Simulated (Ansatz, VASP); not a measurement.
# ZrPb2O3 in VASP and in Ansatz

Contents of INCAR:

```
ALGO     = Normal         # electronic algorithm
EDIFF    = 1E-6           # SCF threshold, eV
EDIFFG   = -0.04          # ionic threshold
ENCUT    = 600            # plane-wave cutoff, eV
GGA      = PE             # functional
IBRION   = 2              # ionic algorithm
ISIF     = 3              # what is computed and relaxed
ISMEAR   = 0              # smearing method
LASPH    = True           # aspherical terms in the spheres
LCHARG   = False          # write CHGCAR
LREAL    = False          # projectors in reciprocal space
LWAVE    = False          # write WAVECAR
NELM     = 100            # most SCF steps
NSW      = 90             # ionic steps
PREC     = Accurate       # precision mode
SIGMA    = 0.1            # smearing width, eV
```

File KPOINTS:

```
k-points
0
Gamma
  4 4 4
```

POSCAR

```
ZrPb2O3
1.0
    4.4945656000      0.0000000000      0.0000000000
    0.0000000000      4.4945656000      0.0000000000
    0.0000000000      0.0000000000      6.3002533200
Zr Pb O
1 2 3
Direct
    0.5000000000      0.5000000000      0.5000000000
    0.0000000000      0.0000000000      0.0000000000
    0.0000000000      0.0000000000      0.5000000000
    0.0000000000      0.0000000000      0.7648919600
    0.0000000000      0.0000000000      0.2351080400
    0.5000000000      0.5000000000      0.0000000000
```

Input for Ansatz:

```yaml
crystal:
  lattice:
    - [4.4945656, 0.0, 0.0]
    - [0.0, 4.4945656, 0.0]
    - [0.0, 0.0, 6.30025332]
  atoms:
    - { symbol: Zr, position: [0.5, 0.5, 0.5] }
    - { symbol: Pb, position: [0.0, 0.0, 0.0] }
    - { symbol: Pb, position: [0.0, 0.0, 0.5] }
    - { symbol: O, position: [0.0, 0.0, 0.76489196] }
    - { symbol: O, position: [0.0, 0.0, 0.23510804] }
    - { symbol: O, position: [0.5, 0.5, 0.0] }
basis:
  ecutwfc: 420
kpoints:
  mp_grid: { grid: [4, 4, 4] }
hamiltonian:
  xc: pbe
scf:
  occupations: { method: gaussian, width: 0.1 }
  lower_state_search: "off"
output:
  forces: true
  stress: true
  eigenvalues: true
relax:
  adjacent_minimum: "off"
  f_tol: 0.04
  max_steps: 70
  cell: { stress_tol: 0.4 }
```

Alike in both runs: task relaxation of cell and atoms; functional PBE; k mesh 4 × 4 × 4; occupations gaussian, width 0.1 eV; no spin polarisation.

```csv
,VASP,Ansatz
version,VASP 6.6.1,Ansatz 0.2.0
potentials or method,"VASP PAW PBE potentials, release 64 (Zr_sv, Pb_d, O), cutoff 600 eV","scalar-relativistic, plane waves, PAW"
valence electrons in the cell,58,58
```

```tsv
	VASP	Ansatz	Ansatz less VASP
gap on the k mesh at the Fermi level, each at its own relaxed structure (eV)	none	none	-
relaxed volume (Å³/atom)	22.05	22.29	+0.241
relaxed cell length with the largest relative difference (Å)	8.544	8.625	+0.0809
```

A gap of «none» marks a metal or a gap that the smearing closes.

Spin-orbit coupling is off throughout.
